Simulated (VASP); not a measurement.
# TaW (Cmmm) in VASP: relaxation of volume and atoms at fixed shape with LDA

Aim: the relaxation of volume and atoms at fixed shape of TaW with LDA.

Everything below comes from runs of VASP 6.6.1. Logs are shortened: lines on timing, memory, paths and dates and some standing lists are left out, and cuts for length are marked.

## (1) The cell of the first run

Symmetry: Cmmm, No. 65, orthorhombic system. Conventional cell: a = 3.228 Å, b = 4.614 Å, c = 4.521 Å, α = 90.00°, β = 90.00°, γ = 90.00°. Ta (site symmetry mmm) has 8 W at 2.78 to 3.23 Å and 6 Ta at 2.82 to 3.23 Å within 3.7 Å. W (site symmetry mmm) has 8 Ta at 2.78 to 3.23 Å and 6 W at 2.82 to 3.23 Å within 3.7 Å.

## (2) Relaxation of volume and atoms at fixed shape, LDA

The input, INCAR:

```
PREC = Accurate
ENCUT = 500
EDIFF = 1E-7
ISMEAR = 0
SIGMA = 0.05
LREAL = False
LASPH = True
NELM = 120
ALGO = Normal
ISIF = 8
LWAVE = False
LCHARG = False
GGA = CA
IBRION = 2
NSW = 60
EDIFFG = -0.01
GGA_COMPAT = False
NELMIN = 4
```

The input, KPOINTS:

```
Automatic mesh
0
Gamma
  8 8 5
```

The input, POSCAR:

```
TaW
1.0
    1.6141300000     -2.3070300000      0.0000000000
    1.6141300000      2.3070300000      0.0000000000
    0.0000000000      0.0000000000      4.5214000000
Ta W
1 1
Direct
    0.0000000000      0.0000000000      0.0000000000
    0.5000000000      0.5000000000      0.5000000000
```

Potentials or basis: VASP PAW LDA potentials, release 64 (Ta_sv_GW, W_sv).

The run is started by

```console
cat potpaw_LDA.64/Ta_sv_GW/POTCAR potpaw_LDA.64/W_sv/POTCAR > POTCAR
mpirun -np 1 vasp_std > vasp.out
```

OUTCAR:

```text
PREC = Accurate
   ENCUT = 500
   EDIFF = 1E-7
   ISMEAR = 0
   LREAL = False
   LASPH = True
   NELM = 120
   ISIF = 8
   GGA = CA
   IBRION = 2
   NSW = 60
   EDIFFG = -0.01
   NELMIN = 4

 ion  position               nearest neighbor table
   1  0.000  0.000  0.000-   2 2.78   2 2.78   2 2.78   2 2.78   2 3.23   2 3.23   2 3.23   2 3.23

   2  0.500  0.500  0.500-   1 2.78   1 2.78   1 2.78   1 2.78   1 3.23   1 3.23   1 3.23   1 3.23

  LATTYP: Found a base centered orthorhombic cell.
 ALAT       =     3.2282600000
 B/A-ratio  =     1.4292714961
 C/A-ratio  =     1.4005687274

  Lattice vectors:

 A1 = (   1.6141300000,  -2.3070300000,   0.0000000000)
 A2 = (   1.6141300000,   2.3070300000,   0.0000000000)
 A3 = (   0.0000000000,   0.0000000000,   4.5214000000)

Analysis of symmetry for initial positions (statically):
=====================================================================
 Subroutine PRICEL returns:
 Original cell was already a primitive cell.

 Routine SETGRP: Setting up the symmetry group for a
 base centered orthorhombic supercell.

 Subroutine GETGRP returns: Found  8 space group operations
 (whereof  8 operations were pure point group operations)
 out of a pool of  8 trial point group operations.

The static configuration has the point symmetry D_2h.

Analysis of symmetry for dynamics (positions and initial velocities):
=====================================================================
 Subroutine PRICEL returns:
 Original cell was already a primitive cell.

 Routine SETGRP: Setting up the symmetry group for a
 base centered orthorhombic supercell.

 Subroutine GETGRP returns: Found  8 space group operations
 (whereof  8 operations were pure point group operations)
 out of a pool of  8 trial point group operations.

The dynamic configuration has the point symmetry D_2h.

 Subroutine INISYM returns: Found  8 space group operations
 (whereof  8 operations are pure point group operations),
 and found     1 'primitive' translations

----------------------------------------------------------------------------------------

                                     Primitive cell

  volume of cell :      33.6740

  direct lattice vectors                    reciprocal lattice vectors
     1.614130000 -2.307030000  0.000000000     0.309764393 -0.216728868  0.000000000
     1.614130000  2.307030000  0.000000000     0.309764393  0.216728868  0.000000000
     0.000000000  0.000000000  4.521400000     0.000000000  0.000000000  0.221170434

  length of vectors
     2.815635466  2.815635466  4.521400000     0.378054733  0.378054733  0.221170434

  position of ions in fractional coordinates (direct lattice)
     0.000000000  0.000000000  0.000000000
     0.500000000  0.500000000  0.500000000

  ion indices of the primitive-cell ions
   primitive index   ion index
                 1           1
                 2           2

----------------------------------------------------------------------------------------

 KPOINTS: Automatic mesh

Automatic generation of k-mesh.
 Grid dimensions read from file:
 generate k-points for:    8    8    5

 Generating k-lattice:

  Cartesian coordinates                     Fractional coordinates (reciprocal lattice)
     0.038720549 -0.027091108  0.000000000     0.125000000  0.000000000  0.000000000
     0.038720549  0.027091108  0.000000000     0.000000000  0.125000000  0.000000000
     0.000000000  0.000000000  0.044234087     0.000000000  0.000000000  0.200000000

  Length of vectors
     0.047256842  0.047256842  0.044234087

  Shift w.r.t. Gamma in fractional coordinates (k-lattice)
     0.000000000  0.000000000  0.000000000

 Subroutine IBZKPT returns following result:
 ===========================================

 Found     63 irreducible k-points:

 Following reciprocal coordinates:
            Coordinates               Weight
  0.000000  0.000000  0.000000      1.000000
  0.125000  0.000000  0.000000      4.000000
  0.250000  0.000000  0.000000      4.000000
  0.375000 -0.000000  0.000000      4.000000
  0.500000  0.000000  0.000000      2.000000
  0.125000  0.125000  0.000000      2.000000
[... 16 lines left out ...]
  0.125000  0.000000  0.200000      8.000000
  0.250000  0.000000  0.200000      8.000000
 [... further k-points ...]
   k-points           NKPTS =     63   k-points in BZ     NKDIM =     63   number of bands    NBANDS=     17
   number of dos      NEDOS =    301   number of ions     NIONS =      2
   total plane-waves  NPLWV =  20736
   dimension x,y,z NGX =    24 NGY =   24 NGZ =   36
   dimension x,y,z NGXF=    48 NGYF=   48 NGZF=   72
   ions per type =               1   1
   NGX,Y,Z   is equivalent  to a cutoff of  14.17, 14.17, 13.24 a.u.
   NGXF,Y,Z  is equivalent  to a cutoff of  28.34, 28.34, 26.47 a.u.
 SYSTEM =  unknown system
   PREC   = accura    normal or accurate (medium, high low for compatibility)
   ISTART =      0    job   : 0-new  1-cont  2-samecut
   ICHARG =      2    charge: 1-file 2-atom 10-const
   ISPIN  =      1    spin polarized calculation?
   LNONCOLLINEAR =      F non collinear calculations
   LSORBIT =      F    spin-orbit coupling
   LASPH  =      T    aspherical Exc in radial PAW
   ENCUT  =  500.0 eV  36.75 Ry    6.06 a.u.   5.13  5.13  8.24*2*pi/ulx,y,z
   NELM   =    120;   NELMIN=  4; NELMDL= -5     # of ELM steps
   EDIFF  = 0.1E-06   stopping-criterion for ELM
   LREAL  =      F    real-space projection
   EDIFFG = -.1E-01   stopping-criterion for IOM
   NSW    =     60    number of steps for IOM
   IBRION =      2    ionic relax: 0-MD 1-quasi-New 2-CG
   NFREE  =      1    steps in history (QN), initial steepest desc. (CG)
   ISIF   =      8    stress and relaxation
   ISYM   =      2    0-nonsym 1-usesym 2-fastsym
   POTIM  = 0.5000    time-step for ionic-motion
   TEBEG  =    0.0;   TEEND  =   0.0 temperature during run
   PSTRESS=    0.0 pullay stress
   NELECT =      27.0000    total number of electrons
   NUPDOWN=      -1.0000    fix difference up-down
   EMIN   =  10.00;   EMAX   =-10.00  energy-range for DOS
   EFERMI =   0.00;   METHOD = LEGACY
   ISMEAR =     0;   SIGMA  =   0.05  broadening in eV -4-tet -1-fermi 0-gaus
   EFERMI_NEDOS =   21; number of points for ismear=-14 and -15
   IALGO  =     38    algorithm
   IMIX   =      4    mixing-type and parameters
     AMIX     =   0.40;   BMIX     =  1.00
     AMIX_MAG =   1.60;   BMIX_MAG =  1.00
  volume/ion in A,a.u.               =      16.84       113.62
  Fermi-wavevector in a.u.,A,eV,Ry     =   1.520890  2.874066 31.471731  2.313107
  Thomas-Fermi vector in A             =   2.629680
   LORBIT       =      0    0 simple, 1 ext, 2 COOP (PROOUT), +10 PAW based schemes
   GGA     = CA    functional components
   LHFCALC =     F    Hartree Fock is set to
   AEXX    =    0.0000 exact exchange contribution
   IVDW    =     0    specifies the selected vdW correction
   LEPSILON=     F    determine dielectric tensor
   LRPA    =     F    only Hartree local field effects (RPA)
 conjugate gradient relaxation of ions
 non-spin polarized calculation
 Gauss-broadening in eV      SIGMA  =   0.05
  energy-cutoff  :      500.00
  volume of cell :       33.67
 maximum number of plane-waves:       870
 NGX is ok and might be reduce to    24
   NGX = 11   NGY = 11   NGZ = 17

--------------------------------------- Ionic step        1  -------------------------------------------

 number of electron      27.0000000 magnetization

 Free energy of the ion-electron system (eV)
  ---------------------------------------------------
  ext. energy  EPLUGINS =         0.00000000
  ---------------------------------------------------
  free energy    TOTEN  =       -29.53069888 eV

  energy without entropy =      -29.52858368  energy(sigma->0) =      -29.52964128

------------------------ aborting loop because EDIFF is reached ----------------------------------------

  FORCE on cell =-STRESS in cart. coord.  units (eV):
  Direction    XX          YY          ZZ          XY          YZ          ZX
  --------------------------------------------------------------------------------------
  -------------------------------------------------------------------------------------
  Total       -2.0779172     -2.2253174     -1.8106016     -0.0000000      0.0000000      0.0000000
  in kB      -98.8653604   -105.8785212    -86.1467338     -0.0000000      0.0000000      0.0000000
  external PRESSURE =     -96.9635385 kB  Pullay stress =       0.0000000 kB
[... 93 lines left out ...]
  energy  without entropy=      -29.5670676068  energy(sigma->0) =      -29.56817373

--------------------------------------- Ionic step        4  -------------------------------------------

 number of electron      26.9999999 magnetization

 Free energy of the ion-electron system (eV)
  ---------------------------------------------------
  ext. energy  EPLUGINS =         0.00000000
  ---------------------------------------------------
  free energy    TOTEN  =       -29.56936450 eV

  energy without entropy =      -29.56713339  energy(sigma->0) =      -29.56824895

 E-fermi :  11.0787     XC(G=0): -13.7765

 val. band max:       11.0725585535   @ k =   0.5000   0.0000   0.2000
 cond. band min:      11.0845390645   @ k =   0.3750  -0.0000   0.4000
 fundamental gap:      0.0119805111
 Fermi energy:        11.0786746196

 k-point     1 :       0.0000    0.0000    0.0000
  band No.  band energies     occupation
      1     -61.9342      2.00000
      2     -55.5865      2.00000
      3     -26.5757      2.00000
      4     -26.0999      2.00000
      5     -25.9070      2.00000
      6     -22.2849      2.00000
[... 9 lines left out ...]
     16      13.8273      0.00000
     17      14.0404      0.00000
[... 443 lines left out ...]
      1     -61.9043      2.00000
      2     -55.5438      2.00000
      3     -26.4831      2.00000
      4     -26.4387      2.00000
      5     -26.0069      2.00000
      6     -22.3981      2.00000
[... 9 lines left out ...]
     16      13.5991      0.00000
     17      14.1933      0.00000

 [... further k-points ...]
[... 5 lines left out ...]
  --------------------------------------------------------------------------------------
  -------------------------------------------------------------------------------------
  Total        0.0124354     -0.3622118      0.3198365     -0.0000000      0.0000000      0.0000000
  in kB        0.6140951    -17.8870777     15.7944595     -0.0000000      0.0000000      0.0000000
  external PRESSURE =      -0.4928410 kB  Pullay stress =       0.0000000 kB
[... 17 lines left out ...]
  FREE ENERGIE OF THE ION-ELECTRON SYSTEM (eV)
  ---------------------------------------------------
  free  energy   TOTEN  =       -29.5693645031 eV

  energy  without entropy=      -29.5671333870  energy(sigma->0) =      -29.56824895

 reached required accuracy - stopping structural energy minimisation
```

Run time: 88 s. Hardware: 1 thread of Intel Xeon Platinum 8259CL at 2.50GHz (Skylake/Cascade Lake), shared host; peak memory 0.18 GiB.

Results:

* Free energy: -29.5694 eV
* Relaxed volume: 16.22 Å³/atom
* Relaxed cell: a = 2.781 Å, b = 2.781 Å, c = 4.466 Å, α = 90.00°, β = 90.00°, γ = 110.04°
* Space group after relaxing (to 0.1 Å): Cmmm (No. 65)
* Energy gained by relaxing: 19.3 meV/atom
* Ionic steps: 4
* Pressure after relaxing: 0.0 GPa
* Band gap on the k mesh: zero (an odd number of electrons rules out a gap without spin polarisation)

Stress tensor (GPa, compression positive):
```
 0.06  0.00  0.00
 0.00 -1.79  0.00
 0.00  0.00  1.58
```

Step by step:
| step | energy change (eV) | largest force (eV/Å) | pressure (GPa) | volume (Å³) |
| --- | --- | --- | --- | --- |
| 1 | 0.0000 | 0.0000 | -9.70 | 33.67 |
| 2 | 0.3552 | 0.0000 | 39.73 | 28.95 |
| 3 | -0.0386 | 0.0000 | -0.49 | 32.49 |
| 4 | -0.0387 | 0.0000 | -0.05 | 32.44 |

Final structure:
```cif
data_structure
_symmetry_space_group_name_H-M 'P 1'
_symmetry_Int_Tables_number 1
_cell_length_a 2.7809
_cell_length_b 2.7809
_cell_length_c 4.4657
_cell_angle_alpha 90.000
_cell_angle_beta 90.000
_cell_angle_gamma 110.042
_cell_volume 32.44
loop_
_atom_site_label
_atom_site_type_symbol
_atom_site_fract_x
_atom_site_fract_y
_atom_site_fract_z
_atom_site_occupancy
Ta1 Ta 0.00000 0.00000 0.00000 1
W1 W 0.50000 0.50000 0.50000 1
```

Levels at points of the mesh, in eV from the Fermi level:
```tsv
k point	band 12	band 13	band 14	band 15	band 16	band 17
(0.00, 0.00, 0.00)	-0.28	-0.11	0.20	1.93	2.75	2.96
(0.50, 0.00, 0.00)	-1.83	-1.29	-0.90	2.25	3.57	3.64
(0.50, 0.50, 0.00)	-2.54	1.56	3.47	4.58	5.73	6.52
```

Caveat: spin-orbit coupling is left out, which moves the levels of the heavy elements.
